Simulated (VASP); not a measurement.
SrO, 4 atoms in the cell. Symmetry: P4/nmm, No. 129, tetragonal system. Conventional cell: a = 4.516 Å, b = 4.516 Å, c = 3.691 Å, α = 90.00°, β = 90.00°, γ = 90.00°. Within 3.2 Å of Sr (site symmetry 4mm) lie 4 O at 2.45 Å. Within 3.2 Å of O (site symmetry -4m2) lie 4 Sr at 2.45 Å and 4 O at 3.19 Å. 

| Item | Value |
| --- | --- |
| Program | VASP 6.6.1 |
| Task | single point |
| Functional | PBE |
| Potentials or basis | VASP PAW PBE potentials, release 64 (Sr_sv, O) |
| Cutoff | 520 eV |
| k mesh | 8 × 8 × 10 |
| Occupations | gaussian, width 0.05 eV |
| Spin | no spin polarisation |
| Dipole correction | no |
| Further INCAR settings | ALGO = Normal; EDIFF = 1e-06; NBANDS = 24 |

Potentials or basis: VASP PAW PBE potentials, release 64 (Sr_sv, O).

The run is started by

```console
$ cat potpaw_PBE.64/Sr_sv/POTCAR potpaw_PBE.64/O/POTCAR > POTCAR
$ mpirun -np 1 vasp_std > vasp.out
```

Hardware: 1 thread of Intel(R) Xeon(R) 6975P-C (Granite Rapids) (shared host).

Problem. How long does it take, and how much memory?

Solution. Run time: 2.3 min on 1 thread of Intel(R) Xeon(R) 6975P-C (Granite Rapids), with other jobs on the host, peak memory 0.27 GiB. Counts: scf iterations 14, k points 90.
